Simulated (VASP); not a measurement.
A run of VASP 6.6.1:

Contents of INCAR:

```
ALGO = Normal
EDIFF = 1E-7
ENCUT = 520
GGA = PS
ISIF = 2
ISMEAR = -1
ISPIN = 2
LASPH = True
LCHARG = False
LMAXMIX = 4
LORBIT = 11
LREAL = False
LWAVE = False
MAGMOM = 2 2
NBANDS = 20
NELM = 150
PREC = Accurate
SIGMA = 0.05
```

KPOINTS

```
k-points
0
Gamma
  12 12 7
```

POSCAR

```
Co
1.0
    2.4706706468      0.0000000000      0.0000000000
   -1.2353353234      2.1396635445      0.0000000000
    0.0000000000      0.0000000000      4.0360182824
Co
2
Direct
    0.3333333333      0.6666666667      0.7401390000
    0.6666666667      0.3333333333      0.2598610000
```

Potentials or basis: VASP PAW PBE potentials, release 64 (Co).

Run with:

```console
$ cat potpaw_PBE.64/Co/POTCAR > POTCAR
$ mpirun -np 1 vasp_std > vasp.out
```

Hardware: 1 thread of Intel(R) Xeon(R) Platinum 8488C (Sapphire Rapids) (shared host).

How long does it take, and how much memory?

It took 95 s on 1 thread of Intel(R) Xeon(R) Platinum 8488C (Sapphire Rapids) (shared host), peak memory 0.18 GiB. Counts: scf iterations 15, k points 112.
